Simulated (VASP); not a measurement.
# KCl in VASP: single point with PBE+D3(BJ)

Aim: the single point of KCl with PBE+D3(BJ).

All numbers are computed with VASP 6.6.1; they aren't measurements. Logs are shortened: lines on timing, memory, paths and dates and some standing lists are left out, and cuts for length are marked.

### Step 1. The cell of the first run

The cell holds a slab with vacuum, 16 atoms: a = 8.858 Å, b = 8.858 Å, c = 21.424 Å, α = 90.00°, β = 90.00°, γ = 120.00°.

### Step 2. Single point, PBE+D3(BJ)

File INCAR:

```
SYSTEM = KCl
PREC = Accurate
ENCUT = 520
EDIFF = 1E-7
ISMEAR = 0
SIGMA = 0.05
LREAL = Auto
LASPH = .TRUE.
NELM = 100
ALGO = Normal
ISIF = 2
LWAVE = .FALSE.
LCHARG = .FALSE.
LDIPOL = .TRUE.
IDIPOL = 3
DIPOL = 0.5 0.5 0.510
GGA = PE
IVDW = 12
NBANDS = 78
```

File KPOINTS:

```
regular mesh
0
G
  2 2 1
  0 0 0
```

File POSCAR:

```
KCl
1.0
    8.8578477482      0.0000000000      0.0000000000
   -4.4289238741      7.6711211728      0.0000000000
    0.0000000000      0.0000000000     21.4243018006
Cl K
8 8
Direct
    0.1666666667      0.3333333333      0.3734077346
    0.1666666667      0.8333333333      0.3734077346
    0.6666666667      0.3333333333      0.3734077346
    0.6666666667      0.8333333333      0.3734077346
    0.5000000000      0.5000000000      0.5724165777
    0.5000000000      0.0000000000      0.5724165777
    0.0000000000      0.5000000000      0.5724165777
    0.0000000000      0.0000000000      0.5724165777
    0.3333333333      0.1666666667      0.4578025782
    0.3333333333      0.6666666667      0.4578025782
    0.8333333333      0.1666666667      0.4578025782
    0.8333333333      0.6666666667      0.4578025782
    0.6666666667      0.3333333333      0.6352503257
    0.6666666667      0.8333333333      0.6352503257
    0.1666666667      0.3333333333      0.6352503257
    0.1666666667      0.8333333333      0.6352503257
```

Potentials or basis: VASP PAW PBE potentials, release 64 (Cl, K_sv).

Started as:

```sh
> cat potpaw_PBE.64/Cl/POTCAR potpaw_PBE.64/K_sv/POTCAR > POTCAR
> mpirun -np 1 vasp_std > vasp.out
```

OUTCAR:

```text
SYSTEM = KCl
   PREC = Accurate
   ENCUT = 520
   EDIFF = 1E-7
   ISMEAR = 0
   LREAL = Auto
   LASPH = .TRUE.
   NELM = 100
   ISIF = 2
   GGA = PE
   IVDW = 12
 IVDW          = 12

 ion  position               nearest neighbor table
   1  0.167  0.333  0.373-   9 3.13  11 3.13  10 3.13
   2  0.167  0.833  0.373-  10 3.13  12 3.13   9 3.13
   3  0.667  0.333  0.373-  11 3.13   9 3.13  12 3.13
   4  0.667  0.833  0.373-  12 3.13  10 3.13  11 3.13
   5  0.500  0.500  0.572-  15 2.89  14 2.89  13 2.89
   6  0.500  0.000  0.572-  16 2.89  13 2.89  14 2.89
[... 8 lines left out ...]
  15  0.167  0.333  0.635-   5 2.89   8 2.89   7 2.89
  16  0.167  0.833  0.635-   6 2.89   7 2.89   8 2.89

  LATTYP: Found a hexagonal cell.
 ALAT       =     8.8578477482
 C/A-ratio  =     2.4186802945

  Lattice vectors:

 A1 = (   8.8578477482,   0.0000000000,   0.0000000000)
 A2 = (  -4.4289238741,   7.6711211728,   0.0000000000)
 A3 = (   0.0000000000,   0.0000000000,  21.4243018006)

Analysis of symmetry for initial positions (statically):
=====================================================================
 Subroutine PRICEL returns following result:

  LATTYP: Found a hexagonal cell.
 ALAT       =     4.4289238741
 C/A-ratio  =     4.8373605891

  Lattice vectors:

 A1 = (   4.4289238741,   0.0000000000,   0.0000000000)
 A2 = (  -2.2144619370,   3.8355605864,   0.0000000000)
 A3 = (   0.0000000000,   0.0000000000,  21.4243018006)

   4 primitive cells build up your supercell.

 Routine SETGRP: Setting up the symmetry group for a
 hexagonal supercell.

 Subroutine GETGRP returns: Found  6 space group operations
 (whereof  6 operations were pure point group operations)
 out of a pool of 24 trial point group operations.

The static configuration has the point symmetry C_3v.

Analysis of symmetry for dynamics (positions and initial velocities):
=====================================================================
 Subroutine PRICEL returns following result:

  LATTYP: Found a hexagonal cell.
 ALAT       =     4.4289238741
 C/A-ratio  =     4.8373605891

  Lattice vectors:

 A1 = (   4.4289238741,   0.0000000000,   0.0000000000)
 A2 = (  -2.2144619370,   3.8355605864,   0.0000000000)
 A3 = (   0.0000000000,   0.0000000000,  21.4243018006)

   4 primitive cells build up your supercell.

 Routine SETGRP: Setting up the symmetry group for a
 hexagonal supercell.

 Subroutine GETGRP returns: Found  6 space group operations
 (whereof  6 operations were pure point group operations)
 out of a pool of 24 trial point group operations.

The dynamic configuration has the point symmetry C_3v.

 Subroutine INISYM returns: Found  6 space group operations
 (whereof  6 operations are pure point group operations),
 and found     4 'primitive' translations

----------------------------------------------------------------------------------------

                                     Primitive cell

  volume of cell :     363.9433

  direct lattice vectors                    reciprocal lattice vectors
     4.428923874  0.000000000  0.000000000     0.225788482  0.130359041  0.000000000
    -2.214461937  3.835560586  0.000000000     0.000000000  0.260718082  0.000000000
     0.000000000  0.000000000 21.424301801     0.000000000  0.000000000  0.046675967

  length of vectors
     4.428923874  4.428923874 21.424301801     0.260718082  0.260718082  0.046675967

  position of ions in fractional coordinates (direct lattice)
     0.333333333  0.666666667  0.373407735
     0.000000000  0.000000000  0.572416578
     0.666666667  0.333333333  0.457802578
     0.333333333  0.666666667  0.635250326

  ion indices of the primitive-cell ions
   primitive index   ion index
                 1           1
                 2           7
                 3           9
                 4          15

----------------------------------------------------------------------------------------

 KPOINTS: regular mesh

Automatic generation of k-mesh.
 Grid dimensions read from file:
 generate k-points for:    2    2    1

 Generating k-lattice:

  Cartesian coordinates                     Fractional coordinates (reciprocal lattice)
     0.056447121  0.032589760  0.000000000     0.500000000  0.000000000  0.000000000
     0.000000000  0.065179521  0.000000000     0.000000000  0.500000000  0.000000000
     0.000000000  0.000000000  0.046675967     0.000000000  0.000000000  1.000000000

  Length of vectors
     0.065179521  0.065179521  0.046675967

  Shift w.r.t. Gamma in fractional coordinates (k-lattice)
     0.000000000  0.000000000  0.000000000

 Subroutine IBZKPT returns following result:
 ===========================================

 Found      2 irreducible k-points:

 Following reciprocal coordinates:
            Coordinates               Weight
  0.000000  0.000000  0.000000      1.000000
  0.500000  0.000000  0.000000      3.000000
   k-points           NKPTS =      2   k-points in BZ     NKDIM =      2   number of bands    NBANDS=     78
   number of dos      NEDOS =    301   number of ions     NIONS =     16
   total plane-waves  NPLWV = 784000
   dimension x,y,z NGX =    70 NGY =   70 NGZ =  160
   dimension x,y,z NGXF=   140 NGYF=  140 NGZF=  320
   ions per type =               8   8
   NGX,Y,Z   is equivalent  to a cutoff of  13.14, 13.14, 12.42 a.u.
   NGXF,Y,Z  is equivalent  to a cutoff of  26.28, 26.28, 24.83 a.u.
 SYSTEM =  KCl
   PREC   = accura    normal or accurate (medium, high low for compatibility)
   ISTART =      0    job   : 0-new  1-cont  2-samecut
   ICHARG =      2    charge: 1-file 2-atom 10-const
   ISPIN  =      1    spin polarized calculation?
   LNONCOLLINEAR =      F non collinear calculations
   LSORBIT =      F    spin-orbit coupling
   LASPH  =      T    aspherical Exc in radial PAW
   ENCUT  =  520.0 eV  38.22 Ry    6.18 a.u.  16.47 16.47 39.84*2*pi/ulx,y,z
   NELM   =    100;   NELMIN=  2; NELMDL= -5     # of ELM steps
   EDIFF  = 0.1E-06   stopping-criterion for ELM
   LREAL  =      T    real-space projection
   EDIFFG = 0.1E-05   stopping-criterion for IOM
   NSW    =      0    number of steps for IOM
   IBRION =     -1    ionic relax: 0-MD 1-quasi-New 2-CG
   NFREE  =      0    steps in history (QN), initial steepest desc. (CG)
   ISIF   =      2    stress and relaxation
   ISYM   =      2    0-nonsym 1-usesym 2-fastsym
   POTIM  = 0.5000    time-step for ionic-motion
   TEBEG  =    0.0;   TEEND  =   0.0 temperature during run
   PSTRESS=    0.0 pullay stress
   NELECT =     128.0000    total number of electrons
   NUPDOWN=      -1.0000    fix difference up-down
   EMIN   =  10.00;   EMAX   =-10.00  energy-range for DOS
   EFERMI =   0.00;   METHOD = LEGACY
   ISMEAR =     0;   SIGMA  =   0.05  broadening in eV -4-tet -1-fermi 0-gaus
   EFERMI_NEDOS =   21; number of points for ismear=-14 and -15
   IALGO  =     38    algorithm
   IMIX   =      4    mixing-type and parameters
     AMIX     =   0.40;   BMIX     =  1.00
     AMIX_MAG =   1.60;   BMIX_MAG =  1.00
  volume/ion in A,a.u.               =      90.99       614.00
  Fermi-wavevector in a.u.,A,eV,Ry     =   0.727970  1.375664  7.210279  0.529941
  Thomas-Fermi vector in A             =   1.819327
   LORBIT       =      0    0 simple, 1 ext, 2 COOP (PROOUT), +10 PAW based schemes
   GGA     = PE    functional components
   LHFCALC =     F    Hartree Fock is set to
   AEXX    =    0.0000 exact exchange contribution
   IVDW    =    12    specifies the selected vdW correction
   LEPSILON=     F    determine dielectric tensor
   LRPA    =     F    only Hartree local field effects (RPA)
 non-spin polarized calculation
 Gauss-broadening in eV      SIGMA  =   0.05
  energy-cutoff  :      520.00
  volume of cell :     1455.77
 maximum number of plane-waves:     39211
 NGX is ok and might be reduce to    70
   NGX = 33   NGY = 33   NGZ = 79

 number of electron     127.9999992 magnetization

 dipolmoment           0.000000      0.000000     -2.447957 electrons x Angstroem

 Free energy of the ion-electron system (eV)
  ---------------------------------------------------
  ext. energy  EPLUGINS =         0.00000000
  ---------------------------------------------------
  free energy    TOTEN  =       -45.28613230 eV

  energy without entropy =      -45.24152156  energy(sigma->0) =      -45.26382693

 E-fermi :  -3.0981     XC(G=0):  -3.4080

 val. band max:       -3.1509495751   @ k =   0.5000   0.0000   0.0000
 cond. band min:      -3.0933297725   @ k =   0.0000   0.0000   0.0000
 fundamental gap:      0.0576198026
 Fermi energy:        -3.0980868096

 k-point     1 :       0.0000    0.0000    0.0000
  band No.  band energies     occupation
      1     -35.0051      2.00000
      2     -34.9969      2.00000
      3     -34.9969      2.00000
      4     -34.9969      2.00000
      5     -32.2579      2.00000
      6     -32.2515      2.00000
[... 68 lines left out ...]
     75       0.0315      0.00000
     76       0.0315      0.00000

 k-point     2 :       0.5000    0.0000    0.0000
  band No.  band energies     occupation
      1     -35.0010      2.00000
      2     -35.0010      2.00000
      3     -34.9969      2.00000
      4     -34.9969      2.00000
      5     -32.2547      2.00000
      6     -32.2547      2.00000
[... 68 lines left out ...]
     75       0.1725      0.00000
     76       0.1725      0.00000
 [bands above 76 left out]

------------------------ aborting loop because EDIFF is reached ----------------------------------------

 vacuum level on the upper side and lower side of the slab       (xc-potential included)        -3.523         2.978

 Edisp (eV)   -2.00196

 E8    (eV) :    -0.9477

  FORCE on cell =-STRESS in cart. coord.  units (eV):
  Direction    XX          YY          ZZ          XY          YZ          ZX
  --------------------------------------------------------------------------------------
  -------------------------------------------------------------------------------------
  Total       2.84299     2.84299    -6.69391    -0.00000     0.00000    -0.00000
  in kB       3.12890     3.12890    -7.36711    -0.00000     0.00000    -0.00000
  external pressure =       -0.37 kB  Pullay stress =        0.00 kB

 VOLUME and BASIS-vectors are now :
 -----------------------------------------------------------------------------
  energy-cutoff  :      520.00
  volume of cell :     1455.77
      direct lattice vectors                 reciprocal lattice vectors
     8.857847748  0.000000000  0.000000000     0.112894241  0.065179521  0.000000000
    -4.428923874  7.671121173  0.000000000     0.000000000  0.130359041  0.000000000
     0.000000000  0.000000000 21.424301801     0.000000000  0.000000000  0.046675967

 POSITION                                       TOTAL-FORCE (eV/Angst)
 -----------------------------------------------------------------------------------
      0.00000      2.55704      8.00000        -0.000000     -0.000000      0.979709
     -2.21446      6.39260      8.00000        -0.000000     -0.000000      0.979709
      4.42892      2.55704      8.00000        -0.000000     -0.000000      0.979709
      2.21446      6.39260      8.00000        -0.000000      0.000000      0.979709
      2.21446      3.83556     12.26363         0.000000     -0.000000     -0.007977
      4.42892      0.00000     12.26363         0.000000     -0.000000     -0.007977
[... 8 lines left out ...]
      0.00000      2.55704     13.60979        -0.000000     -0.000000      0.012032
     -2.21446      6.39260     13.60979         0.000000     -0.000000      0.012032
 -----------------------------------------------------------------------------------
    total drift:                               -0.000002      0.000001      0.027139

  FREE ENERGIE OF THE ION-ELECTRON SYSTEM (eV)
  ---------------------------------------------------
  free  energy   TOTEN  =       -47.2880884237 eV

  energy  without entropy=      -47.2434776840  energy(sigma->0) =      -47.26578305

 vacuum level on the upper side and lower side of the slab        -1.430         5.235
```

Wall time 26 min (1 thread of AMD EPYC 7R13 (Zen 3), shared host); peak memory 1.3 GiB.

What came out:

```
Free energy                : -47.2881 eV
Largest force              : 0.984 eV/Å
Band gap on the k mesh     : zero (filled and empty bands touch)
Dispersion energy per atom : -0.125 eV
```

Forces in eV/Å, atoms in the order of the input:
```
Cl   0.000  0.000  0.980
Cl   0.000  0.000  0.980
Cl   0.000  0.000  0.980
Cl   0.000  0.000  0.980
Cl   0.000  0.000 -0.008
Cl   0.000  0.000 -0.008
Cl   0.000  0.000 -0.008
Cl   0.000  0.000 -0.008
K    0.000  0.000 -0.984
K    0.000  0.000 -0.984
K    0.000  0.000 -0.984
K    0.000  0.000 -0.984
K    0.000  0.000  0.012
K    0.000  0.000  0.012
K    0.000  0.000  0.012
K    0.000  0.000  0.012
```

Caveat: the k points lie up to 0.41 Å⁻¹ apart.
